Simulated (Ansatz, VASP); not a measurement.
# ZnSe in VASP and in Ansatz

File INCAR:

```
SYSTEM = ZnSe
ALGO = Normal
EDIFF = 1E-6
ENCUT = 520
GGA = CA
ISIF = 2
ISMEAR = 0
LASPH = .TRUE.
LCHARG = .TRUE.
LELF = .TRUE.
LREAL = .FALSE.
LVHAR = .TRUE.
LWAVE = .FALSE.
NBANDS = 16
NELM = 80
PREC = Accurate
SIGMA = 0.05
```

Contents of KPOINTS:

```
k-points
0
G
  10 10 10
  0 0 0
```

The input POSCAR:

```
ZnSe
1.0
    0.0000000000      2.5999178541      2.7626371843
    2.7626371843      0.0000000000      2.7626371843
    2.7626371843      2.5999178541      0.0000000000
Zn Se
1 1
Direct
    0.0000000000      0.0000000000      0.0000000000
    0.7500000000      0.7500000000      0.7500000000
```

Input for Ansatz:

```yaml
crystal:
  lattice:
    - [0.0, 2.5999178541, 2.7626371843]
    - [2.7626371843, 0.0, 2.7626371843]
    - [2.7626371843, 2.5999178541, 0.0]
  atoms:
    - { symbol: Zn, position: [0.0, 0.0, 0.0] }
    - { symbol: Se, position: [0.75, 0.75, 0.75] }
basis:
  ecutwfc: 520.0
kpoints:
  mp_grid: { grid: [10, 10, 10] }
hamiltonian:
  xc: lda
  pseudopotentials: { kind: paw, azcp: { folder: soft_1 } }
scf:
  occupations: { method: gaussian, width: 0.05 }
output:
  forces: true
  stress: true
  eigenvalues: true
```

Alike in both runs: task single point; functional LDA; k mesh 10 × 10 × 10; occupations gaussian, width 0.05 eV; no spin polarisation.

```csv
,VASP,Ansatz
version,VASP 6.6.1,Ansatz 0.2.0
potentials or method,"VASP PAW LDA potentials, release 64 (Zn, Se), cutoff 520 eV","scalar-relativistic, plane waves, PAW"
valence electrons in the cell,18,28
```

Ansatz gave:

```
gap on the k mesh at the Fermi level (eV)                     : 1.45
least direct gap on the mesh (eV)                             : 1.45
pressure (GPa)                                                : 7.1
traceless stress, the component that is largest in VASP (GPa) : 1.20
```

**Question.** What did VASP give for the same quantities?

**Answer.** gap on the k mesh at the Fermi level (eV): 1.50; least direct gap on the mesh (eV): 1.50; pressure (GPa): 7.6; traceless stress, the component that is largest in VASP (GPa): 1.18.

Ansatz warns that its potentials were made for another functional, while VASP's fit it. LDA's correlation is that of Perdew and Zunger in VASP and of Perdew and Wang (1992) in Ansatz. VASP's potentials hold 18 valence electrons a cell and Ansatz's 28, so a difference there can come from the potentials and not from the codes.
